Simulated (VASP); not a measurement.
# HF in VASP: further runs

Runs on HF. Level: PBE+D3(BJ). Tasks: single point.

Everything below comes from runs of VASP 6.6.1. Logs are shortened: lines on timing, memory, paths and dates and some standing lists are left out, and cuts for length are marked.

### 1 The cell of the first run

The cell holds an amorphous packing of atoms, 16 atoms: a = 5.690 Å, b = 5.724 Å, c = 6.258 Å, α = 89.13°, β = 88.36°, γ = 90.20°.

### 2 Single point, PBE+D3(BJ)

The input, INCAR:

```
SYSTEM = HF
ALGO = Normal
EDIFF = 1E-6
ENCUT = 520
GGA = PE
GGA_COMPAT = .FALSE.
ISIF = 2
ISMEAR = -1
IVDW = 12
LASPH = .TRUE.
LCHARG = .FALSE.
LREAL = .FALSE.
LWAVE = .FALSE.
NBANDS = 46
NELM = 120
PREC = Accurate
SIGMA = 0.02
```

The input, KPOINTS:

```
k-points
0
G
  1 1 1
  0 0 0
```

The input, POSCAR:

```
HF
1.0
    5.6891010000     -0.0102180000      0.0855420000
   -0.0102180000      5.7233340000      0.0455070000
    0.0855420000      0.0455070000      6.2577190000
F H
8 8
Direct
    0.7798614363      0.3912798856      0.4931802018
    0.9768440924      0.7834047436      0.1185397432
    0.1944177648      0.4624295091      1.0294686188
    0.4744834049      0.9971008828      0.7692637958
    0.0780885559      0.1620430063      0.7750821118
    0.6798581509      0.5746223691      0.8392345891
    0.1396074487      0.7092379201      0.4817062590
    0.3501250024      0.3198556693      0.4754598177
    0.6175378913      0.3680517604      0.4620574433
    1.0369493560      0.6412625331      0.0601202042
    0.1282436235      0.3381974896      0.9359703481
    0.5726770832      0.8641485276      0.7985796821
    0.2335386391      0.0799550596      0.7422327725
    0.7146167260      0.5365553016      0.6903718805
    0.0629500571      0.7679406334      0.3485724514
    0.2693346778      0.4701738595      0.4656432114
```

Potentials or basis: VASP PAW PBE potentials, release 64 (F, H).

On the command line:

```
$ cat potpaw_PBE.64/F/POTCAR potpaw_PBE.64/H/POTCAR > POTCAR
$ mpirun -np 1 vasp_gam > vasp.out
```

OUTCAR:

```text
SYSTEM = HF
   EDIFF = 1E-6
   ENCUT = 520
   GGA = PE
   ISIF = 2
   ISMEAR = -1
   IVDW = 12
   LASPH = .TRUE.
   LREAL = .FALSE.
   NELM = 120
   PREC = Accurate
 IVDW          = 12

 ion  position               nearest neighbor table
   1  0.780  0.391  0.493-   9 0.96
   2  0.977  0.783  0.119-  10 0.96
   3  0.194  0.462  0.029-  11 1.01  10 1.37
   4  0.474  0.997  0.769-  12 0.96
   5  0.078  0.162  0.775-  13 1.02
   6  0.680  0.575  0.839-  14 0.97
   7  0.140  0.709  0.482-  15 1.01
   8  0.350  0.320  0.475-  16 0.98
   9  0.618  0.368  0.462-   1 0.96
  10  0.037  0.641  0.060-   2 0.96   3 1.37
  11  0.128  0.338  0.936-   3 1.01
  12  0.573  0.864  0.799-   4 0.96
  13  0.234  0.080  0.742-   5 1.02
  14  0.715  0.537  0.690-   6 0.97
  15  0.063  0.768  0.349-   7 1.01
  16  0.269  0.470  0.466-   8 0.98

  LATTYP: Found a triclinic cell.
 ALAT       =     8.3365908897
 B/A-ratio  =     0.6825035946
 C/A-ratio  =     0.6865545053
 COS(alpha) =     0.0034613229
 COS(beta)  =     0.0137707564
 COS(gamma) =     0.6609682339

  Lattice vectors:

 A1 = (   5.6035590000,  -0.0557250000,  -6.1721770000)
 A2 = (   5.6891010000,  -0.0102180000,   0.0855420000)
 A3 = (   0.0102180000,  -5.7233340000,  -0.0455070000)

Analysis of symmetry for initial positions (statically):
=====================================================================
 Subroutine PRICEL returns:
 Original cell was already a primitive cell.

 Routine SETGRP: Setting up the symmetry group for a
 triclinic supercell.

 Subroutine GETGRP returns: Found  1 space group operations
 (whereof  1 operations were pure point group operations)
 out of a pool of  2 trial point group operations.

The static configuration has the point symmetry C_1 .

Analysis of symmetry for dynamics (positions and initial velocities):
=====================================================================
 Subroutine PRICEL returns:
 Original cell was already a primitive cell.

 Routine SETGRP: Setting up the symmetry group for a
 triclinic supercell.

 Subroutine GETGRP returns: Found  1 space group operations
 (whereof  1 operations were pure point group operations)
 out of a pool of  2 trial point group operations.

The dynamic configuration has the point symmetry C_1 .

 Subroutine INISYM returns: Found  1 space group operations
[... 103 lines left out ...]
   EDIFFG = 0.1E-04   stopping-criterion for IOM
   NSW    =      0    number of steps for IOM
   IBRION =     -1    ionic relax: 0-MD 1-quasi-New 2-CG
   NFREE  =      0    steps in history (QN), initial steepest desc. (CG)
   ISIF   =      2    stress and relaxation
   ISYM   =      2    0-nonsym 1-usesym 2-fastsym
   POTIM  = 0.5000    time-step for ionic-motion
   TEBEG  =    0.0;   TEEND  =   0.0 temperature during run
   PSTRESS=    0.0 pullay stress
   NELECT =      64.0000    total number of electrons
   NUPDOWN=      -1.0000    fix difference up-down
   EMIN   =  10.00;   EMAX   =-10.00  energy-range for DOS
   EFERMI =   0.00;   METHOD = LEGACY
   ISMEAR =    -1;   SIGMA  =   0.02  broadening in eV -4-tet -1-fermi 0-gaus
   EFERMI_NEDOS =   21; number of points for ismear=-14 and -15
   IALGO  =     38    algorithm
   IMIX   =      4    mixing-type and parameters
     AMIX     =   0.40;   BMIX     =  1.00
     AMIX_MAG =   1.60;   BMIX_MAG =  1.00
  volume/ion in A,a.u.               =      12.73        85.92
  Fermi-wavevector in a.u.,A,eV,Ry     =   1.112937  2.103146 16.852565  1.238629
  Thomas-Fermi vector in A             =   2.249516
   LORBIT       =      0    0 simple, 1 ext, 2 COOP (PROOUT), +10 PAW based schemes
   GGA     = PE    functional components
   LHFCALC =     F    Hartree Fock is set to
   AEXX    =    0.0000 exact exchange contribution
   IVDW    =    12    specifies the selected vdW correction
   LEPSILON=     F    determine dielectric tensor
   LRPA    =     F    only Hartree local field effects (RPA)
 non-spin polarized calculation
  energy-cutoff  :      520.00
  volume of cell :      203.70
 maximum number of plane-waves:      2750
 NGX is ok and might be reduce to    42
   NGX = 21   NGY = 21   NGZ = 23

 number of electron      64.0000002 magnetization

 Free energy of the ion-electron system (eV)
  ---------------------------------------------------
  ext. energy  EPLUGINS =         0.00000000
  ---------------------------------------------------
  free energy    TOTEN  =       -65.53561637 eV

  energy without entropy =      -65.53561637  energy(sigma->0) =      -65.53561637

 E-fermi :  -5.7346     XC(G=0):  -6.5368

 val. band max:       -6.3322633287   @ k =   0.0000   0.0000   0.0000
 cond. band min:       0.9185561906   @ k =   0.0000   0.0000   0.0000
 fundamental gap:      7.2508195193
 Fermi energy:        -5.7345513348

 k-point     1 :       0.0000    0.0000    0.0000
  band No.  band energies     occupation
      1     -27.9188      2.00000
      2     -27.6759      2.00000
      3     -27.6505      2.00000
      4     -27.2674      2.00000
      5     -27.0783      2.00000
      6     -26.7548      2.00000
[... 36 lines left out ...]
     43       8.2624      0.00000
     44       8.3489      0.00000
 [bands above 44 left out]

------------------------ aborting loop because EDIFF is reached ----------------------------------------

 Edisp (eV)   -0.40419

 E8    (eV) :    -0.0813

  FORCE on cell =-STRESS in cart. coord.  units (eV):
  Direction    XX          YY          ZZ          XY          YZ          ZX
  --------------------------------------------------------------------------------------
  -------------------------------------------------------------------------------------
  Total       1.03958     0.70353    -0.01261     0.33504     0.96025    -0.75563
  in kB       8.17662     5.53352    -0.09921     2.63522     7.55271    -5.94330
  external pressure =        4.54 kB  Pullay stress =        0.00 kB

 VOLUME and BASIS-vectors are now :
 -----------------------------------------------------------------------------
  energy-cutoff  :      520.00
  volume of cell :      203.70
      direct lattice vectors                 reciprocal lattice vectors
     5.689101000 -0.010218000  0.085542000     0.175811467  0.000333009 -0.002405736
    -0.010218000  5.723334000  0.045507000     0.000333009  0.174734068 -0.001275243
     0.085542000  0.045507000  6.257719000    -0.002405736 -0.001275243  0.159844797

 POSITION                                       TOTAL-FORCE (eV/Angst)
 -----------------------------------------------------------------------------------
      4.47490      2.25390      3.17070         0.257342      0.461699      0.009497
      5.55950      4.47910      0.86100        -0.899357      1.852504      1.165773
      1.10386      2.64599      0.22208        -0.127949     -1.020150     -0.574156
      2.75500      5.73690      4.89980         0.587305     -0.167854     -0.016552
      0.50890      0.96190      4.86430         1.087214     -0.595125      0.065232
      3.93370      3.32000      5.33600        -0.203559      0.831170     -0.299654
[... 8 lines left out ...]
      0.38010      4.41040      2.22160         0.352951     -0.503801      0.253226
      1.56730      2.70940      2.95830        -0.244479     -0.046460      0.015909
 -----------------------------------------------------------------------------------
    total drift:                               -0.000959      0.000281     -0.000095

  FREE ENERGIE OF THE ION-ELECTRON SYSTEM (eV)
  ---------------------------------------------------
  free  energy   TOTEN  =       -65.9398090078 eV

  energy  without entropy=      -65.9398090078  energy(sigma->0) =      -65.93980901
```

stdout:

```text
POSCAR found type information on POSCAR F H
 POSCAR found :  2 types and      16 ions
 scaLAPACK will be used
 LDA part: xc-table for (Slater+PW92), standard interpolation
 POSCAR, INCAR and KPOINTS ok, starting setup
 FFT: planning ... GRIDC
 FFT: planning ... GRID_SOFT
 FFT: planning ... GRID
 WAVECAR not read
 entering main loop
```

It took 40 s on 1 thread of Intel Xeon 8259CL, shared host; peak memory 0.28 GiB.

Results:

| Item | Value |
| --- | --- |
| Free energy | -65.9398 eV |
| Pressure | 0.5 GPa |
| Largest force | 2.366 eV/Å |
| Band gap on the k mesh | 7.25 eV |
| Dispersion energy per atom | -0.025 eV |

Forces in eV/Å, atoms in the order of the input:
```
F    0.257  0.462  0.009
F   -0.899  1.853  1.166
F   -0.128 -1.020 -0.574
F    0.587 -0.168 -0.017
F    1.087 -0.595  0.065
F   -0.204  0.831 -0.300
F   -0.193  0.315 -0.563
F    0.356  0.460 -0.406
H   -0.694 -0.514 -0.243
H    0.622 -0.926 -0.369
H    0.410  0.063  0.015
H   -0.290 -0.334  0.178
H   -1.425  0.635  0.495
H    0.404 -0.511  0.273
H    0.353 -0.504  0.253
H   -0.244 -0.046  0.016
```

Caveat: the k points lie up to 1.10 Å⁻¹ apart.

### 3 Single point, PBE+D3(BJ)

This run uses another cell than the first one, of 13.27 Å³/atom, 1.043 times its volume.

The input, INCAR:

```
SYSTEM = HF
PREC     = Accurate       ! precision mode
ENCUT    = 520            ! plane-wave cutoff, eV
EDIFF    = 1E-6           ! SCF threshold, eV
ISMEAR   = -1             ! smearing method
SIGMA    = 0.02           ! smearing width, eV
LREAL    = .False.        ! projectors in reciprocal space
LASPH    = .True.         ! aspherical terms in the spheres
NELM     = 120            ! most SCF steps
ALGO     = Normal         ! electronic algorithm
ISIF     = 2              ! what is computed and relaxed
LWAVE    = .False.        ! write WAVECAR
LCHARG   = .False.        ! write CHGCAR
GGA      = PE             ! functional
IVDW     = 12             ! dispersion correction
NBANDS   = 46             ! bands
GGA_COMPAT= .False.
```

The input, KPOINTS:

```
regular mesh
0
Gamma
  1 1 1
  0 0 0
```

The input, POSCAR:

```
HF
1.0
    6.4792480000      0.5936360000      0.2397370000
    0.5936360000      5.2628870000      0.1835900000
    0.2397370000      0.1835900000      6.3071300000
F H
8 8
Direct
    0.8028974223      0.4267567335      0.4504532984
    0.9661930889      0.8276360098      0.1300626549
    0.1399943994      0.4296194224      1.0107076171
    0.4132075963      1.0140556912      0.8014847270
    0.0153163583      0.1051692233      0.7768065799
    0.7413849420      0.6009285268      0.8332059320
    0.2038038133      0.7965318505      0.4202712490
    0.4468058686      0.3655975619      0.3854310986
    0.6675265879      0.3950791626      0.4100179630
    1.0343817251      0.6807174349      0.0529159086
    0.0574756732      0.3513324985      0.9186618670
    0.5094868710      0.8582162841      0.8118902287
    0.1644314705      0.0358803605      0.7650377299
    0.7667670588      0.5420396564      0.6897217126
    0.1023557643      0.8080664556      0.3141537618
    0.3565721868      0.5343913835      0.3893700526
```

Potentials or basis: VASP PAW PBE potentials, release 64 (F, H).

On the command line:

```
$ cat potpaw_PBE.64/F/POTCAR potpaw_PBE.64/H/POTCAR > POTCAR
$ mpirun -np 1 vasp_gam > vasp.out
```

Run time: 38 s. Hardware: 1 thread of Intel Xeon 8259CL, shared host; peak memory 0.27 GiB.

It converged, with:

```yaml
Free_energy: -66.0889 eV
Pressure: 0.8 GPa
Largest_force: 1.741 eV/Å
Band_gap_on_the_k_mesh: 6.96 eV
Dispersion_energy_per_atom: -0.024 eV
```

Forces in eV/Å, atoms in the order of the input:
```
F   -0.284  0.144  0.198
F   -0.360  1.302  1.097
F   -0.204 -0.660 -0.854
F   -0.771  0.816 -0.135
F    0.352  0.435  0.057
F   -0.322  0.252 -0.321
F    0.696 -0.352  0.488
F    0.368 -0.308 -0.125
H    0.196  0.014  0.152
H    0.068 -0.877 -0.324
H    0.333 -0.126  0.385
H    1.036 -1.087  0.195
H   -0.045 -0.017 -0.103
H    0.053 -0.268 -0.219
H   -0.708  0.263 -0.642
H   -0.409  0.470  0.150
```

Stress tensor (GPa, compression positive):
```
 0.14 -1.34 -0.29
-1.34  1.87  0.08
-0.29  0.08  0.35
```

Levels at points of the mesh, in eV from the valence-band top:
| k point | band 29 | band 30 | band 31 | band 32 | band 33 | band 34 | band 35 | band 36 |
| --- | --- | --- | --- | --- | --- | --- | --- | --- |
| (0.00, 0.00, 0.00) | -0.70 | -0.59 | -0.50 | 0.00 | 6.96 | 10.47 | 10.74 | 11.13 |

Caveat: the k points lie up to 1.21 Å⁻¹ apart.

### 4 Single point, PBE+D3(BJ)

This run uses another cell than the first one, of 12.81 Å³/atom, 1.006 times its volume.

The input, INCAR:

```
PREC = Accurate
ENCUT = 520
EDIFF = 1E-6
ISMEAR = -1
SIGMA = 0.02
LREAL = F
LASPH = T
NELM = 120
ALGO = Normal
ISIF = 2
LWAVE = F
LCHARG = T
GGA = PE
IVDW = 12
LELF = T
LVHAR = T
NBANDS = 46
GGA_COMPAT = F
```

The input, KPOINTS:

```
Automatic mesh
0
Gamma
  1 1 1
```

The input, POSCAR:

```
HF
1.0
    6.2140660000      0.3279330000      0.2380690000
    0.3279330000      5.1732720000      0.0907370000
    0.2380690000      0.0907370000      6.4086900000
F H
8 8
Direct
    0.8151255868      0.4580792082      0.4697651366
    0.8772775975      0.8532621097      0.1504870661
    0.0969193261      0.4585864409      0.9789232675
    0.4010406890      0.9963982349      0.7962180192
    0.0405894862      0.0557937374      0.7522090077
    0.7154318171      0.6908063740      0.7864159703
    0.2381678004      0.7895745099      0.3473028041
    0.4942047971      0.3721436546      0.3034439112
    0.6909845307      0.4248143196      0.3925999895
    0.8977261741      0.7634027804      0.0299297281
    0.0461706703      0.3196055879      0.9042890423
    0.5100921998      0.8482312811      0.7846060425
    0.1947168019      0.0103808878      0.7531963685
    0.7612208777      0.5747879481      0.6583439631
    0.1167940263      0.8241849427      0.2619273040
    0.3863841957      0.5266164860      0.3103645676
```

On the command line:

```
$ cat potpaw_PBE.64/F/POTCAR potpaw_PBE.64/H/POTCAR > POTCAR
$ mpirun -np 1 vasp_gam > vasp.out
```

Run time: 45 s. Hardware: 1 thread of Intel Xeon 8259CL, shared host; peak memory 0.27 GiB.

The run converged. Its results:

* Free energy: -66.1438 eV
* Pressure: 1.2 GPa
* Largest force: 2.932 eV/Å
* Band gap on the k mesh: 7.06 eV
* Dispersion energy per atom: -0.024 eV

Forces in eV/Å, atoms in the order of the input:
```
F    0.394  0.015  0.328
F    0.011  1.644  2.428
F   -0.280 -0.440 -0.315
F    0.320  0.633  0.224
F   -1.718  0.660  0.042
F    0.133 -0.877 -0.595
F    0.243 -0.218 -0.080
F   -0.135  0.327 -0.021
H   -0.417 -0.162 -0.115
H    0.250 -1.461 -2.280
H    0.307  0.129  0.101
H    0.843 -0.471  0.005
H    0.627 -0.273 -0.070
H   -0.195  0.630  0.395
H   -0.394 -0.079 -0.017
H    0.012 -0.058 -0.029
```

Stress tensor (GPa, compression positive):
```
 2.75 -1.03  0.10
-1.03  0.24  0.21
 0.10  0.21  0.64
```

Levels at points of the mesh, in eV from the valence-band top:
| k point | band 29 | band 30 | band 31 | band 32 | band 33 | band 34 | band 35 | band 36 |
| --- | --- | --- | --- | --- | --- | --- | --- | --- |
| (0.00, 0.00, 0.00) | -0.40 | -0.33 | -0.21 | 0.00 | 7.06 | 10.64 | 10.93 | 11.31 |

Caveat: the k points lie up to 1.22 Å⁻¹ apart.

### 5 The runs side by side

```csv
cell,gap on the mesh (eV),pressure (GPa),largest force (eV/Å)
"a = 5.690, b = 5.724, c = 6.258 Å, angles 89.1, 88.4, 90.2°, 16 atoms",7.25,0.5,2.37
"a = 6.511, b = 5.299, c = 6.314 Å, angles 86.1, 85.6, 78.3°, 16 atoms",6.96,0.8,1.74
"a = 6.227, b = 5.184, c = 6.414 Å, angles 88.1, 85.6, 83.3°, 16 atoms",7.06,1.2,2.93
```

Alike in all rows: task single point; level PBE+D3(BJ); potentials or basis VASP PAW PBE potentials, release 64 (F, H); no spin polarisation; k mesh 1 × 1 × 1; cutoff (eV) 520; smearing fermi-dirac 0.02 eV.

Caveats: all runs use coarse meshes.

Absolute energies hang on the potentials; compare differences alone.
